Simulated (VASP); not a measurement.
Input of a VASP 6.6.1 run:

INCAR

```
SYSTEM = KC18
  PREC = Accurate
  ENCUT = 520
  EDIFF = 1E-7
  ISMEAR = 0
  SIGMA = 0.05
  LREAL = Auto
  LASPH = .TRUE.
  NELM = 150
  ALGO = Normal
  ISIF = 2
  LWAVE = .FALSE.
  LCHARG = .FALSE.
  ISPIN = 2
  MAGMOM = 0 0 0 0 0 0 0 0 0 0 0 0 0 0 0 0 0 0 0
  LORBIT = 11
  GGA = PE
  NBANDS = 60
```

File KPOINTS:

```
regular mesh
0
G
  2 2 1
  0 0 0
```

POSCAR

```
KC18
1.0
    7.3980000000      0.0000000000      0.0000000000
   -3.6990000000      6.4068560000      0.0000000000
    0.0000000000      0.0000000000     12.0000000000
C K
18 1
Direct
   -0.0034806062     -0.0021450459      0.0848720833
    0.2185438423      0.1085015802      0.0851378333
   -0.0034813906      0.3305295140      0.0848813333
    0.2185439412      0.4419056710      0.0851418333
   -0.0031992698      0.6643319282      0.0825543333
    0.2189637036      0.7754140252      0.0848662500
    0.3296073349     -0.0025625673      0.0851350833
    0.5516328076      0.1080842148      0.0849131667
    0.3291867977      0.3305249876      0.0849219167
    0.5513429273      0.4416017778      0.0825780000
    0.3296075119      0.6640344344      0.0851318333
    0.5516348197      0.7754118401      0.0848999167
    0.6630113839     -0.0025622552      0.0851469167
    0.8851415561      0.1085023606      0.0851275000
    0.6627069474      0.3302406048      0.0825697500
    0.8854349389      0.4416052117      0.0825585000
    0.6627085054      0.6643283383      0.0825639167
    0.8854362113      0.7756937256      0.0825565833
    0.7746401050      0.5533575282      0.2919425833
```

Potentials or basis: VASP PAW PBE potentials, release 64 (C, K_sv).

Command:

```bash
$ cat potpaw_PBE.64/C/POTCAR potpaw_PBE.64/K_sv/POTCAR > POTCAR
$ mpirun -np 1 vasp_std > vasp.out
```

(1) Predict the largest force.

(2) Predict the net moment.

## Answers

(1) 0.039 eV/Å.

(2) 0.00 μB per cell.

Caveat: the k points lie up to 0.49 Å⁻¹ apart; there is no dipole correction, which matters where the two faces differ; no moment was typed at the start, so none could form.
